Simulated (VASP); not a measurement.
Input of a VASP 6.6.1 run:

INCAR

```
SYSTEM = LiH
PREC     = Accurate       ! precision mode
ENCUT    = 520            ! plane-wave cutoff, eV
EDIFF    = 1E-8           ! SCF threshold, eV
ISMEAR   = -1             ! smearing method
SIGMA    = 0.05           ! smearing width, eV
LREAL    = .False.        ! projectors in reciprocal space
LASPH    = .True.         ! aspherical terms in the spheres
NELM     = 60             ! most SCF steps
ALGO     = Normal         ! electronic algorithm
ISIF     = 2              ! what is computed and relaxed
LWAVE    = .False.        ! write WAVECAR
LCHARG   = .False.        ! write CHGCAR
GGA      = PE             ! functional
LEFG     = .True.       
NBANDS   = 9              ! bands
```

Contents of KPOINTS:

```
Automatic mesh
0
Gamma
  13 13 13
  0 0 0
```

The input POSCAR:

```
LiH
1.0
    0.0643455667      2.1770250075      2.1770250075
    2.1770250075      0.0643455667      2.1770250075
    2.1770250075      2.1770250075      0.0643455667
Li H
1 1
Direct
    0.0000000000      0.0000000000      0.0000000000
    0.2500000000      0.2500000000      0.2500000000
```

Potentials or basis: VASP PAW PBE potentials, release 64 (Li_sv, H).

Launch:

```console
$ cat potpaw_PBE.64/Li_sv/POTCAR potpaw_PBE.64/H/POTCAR > POTCAR
$ mpirun -np 1 vasp_std > vasp.out
```

(1) Estimate the band gap on the k mesh.

(2) Estimate the largest force.

## Answers

(1) 4.05 eV (least direct gap 5.22 eV).

(2) 0.071 eV/Å.

Caveat: the cell differs from its parent crystal (equal xy, yz and zx shear strains of +3 %); without QUAD_EFG the Cq values of the log hold for a quadrupole moment of 1 mb, not for the nuclei.
